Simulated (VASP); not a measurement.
**CoO: single point with PBE**

Crystal: CoO.

```
CELL_PARAMETERS angstrom
1.54513 0.89208 2.29908
-1.54513 0.89208 2.29908
0.00000 -1.78417 2.29908
ATOMIC_POSITIONS crystal
Co 0.00000 0.00000 0.00000
O 0.50000 0.50000 0.50000
```

```json
{
 "Program": "VASP 6.6.1",
 "Task": "single point",
 "Functional": "PBE",
 "Potentials or basis": "VASP PAW PBE potentials, release 64 (Co, O)",
 "Cutoff": "520 eV",
 "k mesh": "18 × 18 × 18",
 "Occupations": "gaussian, width 0.1 eV",
 "Spin": "collinear spin, ferromagnetic start",
 "Starting moments": "[2.71, 0.34] μB",
 "Dipole correction": "no",
 "Further INCAR settings": "ALGO = Normal; EDIFF = 1e-06; NBANDS = 18"
}
```

```
Pressure                                              : -0.6 GPa
Net moment                                            : 2.85 μB per cell
Site moments                                          : Co +2.51; O +0.28 μB
Valence electrons inside the program's atomic spheres : Co 7.82; O 4.98
```

Stress tensor (GPa, compression positive):
```
-0.70  0.00  0.00
 0.00 -0.70  0.00
 0.00  0.00 -0.49
```

Levels at points of the mesh, in eV from the Fermi level:
Spin up:
```tsv
k point	band 6	band 7	band 8	band 9	band 10	band 11	band 12	band 13
(0.00, 0.00, 0.00)	-3.11	-3.11	-2.77	-2.76	1.12	16.83	17.51	17.51
(0.50, 0.00, 0.00)	-2.25	-1.77	0.05	0.20	5.30	9.17	13.48	14.91
(0.50, 0.50, 0.00)	-2.89	-2.39	-2.05	-2.00	6.01	9.86	11.95	15.26
(0.50, 0.50, 0.50)	-2.24	-1.48	0.26	0.26	4.66	10.62	12.31	12.31
```
Spin down:
```tsv
k point	band 3	band 4	band 5	band 6	band 7	band 8	band 9	band 10
(0.00, 0.00, 0.00)	-2.77	-2.18	-1.27	-1.27	-0.95	0.07	0.07	1.68
(0.50, 0.00, 0.00)	-4.80	-4.22	-0.35	-0.29	0.35	2.57	2.76	5.57
(0.50, 0.50, 0.00)	-4.20	-3.47	-2.28	0.07	0.11	0.58	0.97	6.86
(0.50, 0.50, 0.50)	-5.08	-5.08	0.04	0.04	0.31	2.85	2.85	4.93
```

It took 2.5 min on 1 thread of Intel(R) Xeon(R) 6975P-C (Granite Rapids) (shared host), peak memory 0.4 GiB.

Caveat: a cell with one magnetic atom can't hold antiferromagnetic order, which such compounds often take; semilocal functionals often make such compounds metallic where correlation or magnetic order opens a gap, which also shifts bond lengths. With open d or f shells a metallic result of PBE can be an artefact of self-interaction; +U or a hybrid may open a gap.
